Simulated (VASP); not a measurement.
Set up this calculation in VASP 6.6.1, as the native input.

* Task: relaxation of cell and atoms
* Functional: PBEsol
* Potentials or basis: VASP PAW PBE potentials, release 64 (Cl)
* Cutoff: 600 eV
* k mesh: 18 × 18 × 18
* Occupations: fermi-dirac, width 0.1 eV
* Spin: no spin polarisation
* Target pressure: 270 GPa
* Dipole correction: no
* Further INCAR settings: ALGO = Normal; EDIFF = 1e-07; IBRION = 2; EDIFFG = -0.005; NSW = 32; ISIF = 3

The structure of Cl lies in POSCAR:

```
Cl
1.0
    2.0167027170      0.0000000000      0.0000000000
    0.0000000000      2.0167027170      0.0000000000
    0.0000000000      0.0000000000      2.0167027170
Cl
1
Direct
    0.0000000000      0.0000000000      0.0000000000
```

One way to write it, as run:

INCAR

```
PREC = Accurate
ENCUT = 600
EDIFF = 1E-7
ISMEAR = -1
SIGMA = 0.1
LREAL = F
LASPH = T
NELM = 60
ALGO = Normal
ISIF = 3
LWAVE = F
LCHARG = F
GGA = PS
IBRION = 2
NSW = 32
EDIFFG = -0.005
PSTRESS = 2700.0
```

KPOINTS

```
Automatic mesh
0
Gamma
  18 18 18
```

Potentials or basis: VASP PAW PBE potentials, release 64 (Cl).

Run with:

```console
$ cat potpaw_PBE.64/Cl/POTCAR > POTCAR
$ mpirun -np 1 vasp_std > vasp.out
```

It gave:

```json
{"Relaxed volume": "8.29 Å³/atom", "Relaxed cell": "a = 2.024 Å, b = 2.024 Å, c = 2.024 Å, α = 90.00°, β = 90.00°, γ = 90.00°", "Space group after relaxing (to 0.05 Å)": "Pm-3m (No. 221)", "Energy change on relaxing (the enthalpy is what falls)": "-155.1 meV/atom", "Ionic steps": "4", "Pressure after relaxing": "270.0 GPa"}
```

Caveat: the cell is relaxed towards a set pressure, so the enthalpy falls and the energy may rise; the PAW data sets were made with another functional, which shifts forces and pressure a little; an odd number of electrons without spin polarisation forces a metal; a magnetic or distorted state may lie lower.

It took 9 s on 1 thread of Intel(R) Xeon(R) Platinum 8488C (Sapphire Rapids) (shared host), peak memory 0.12 GiB.
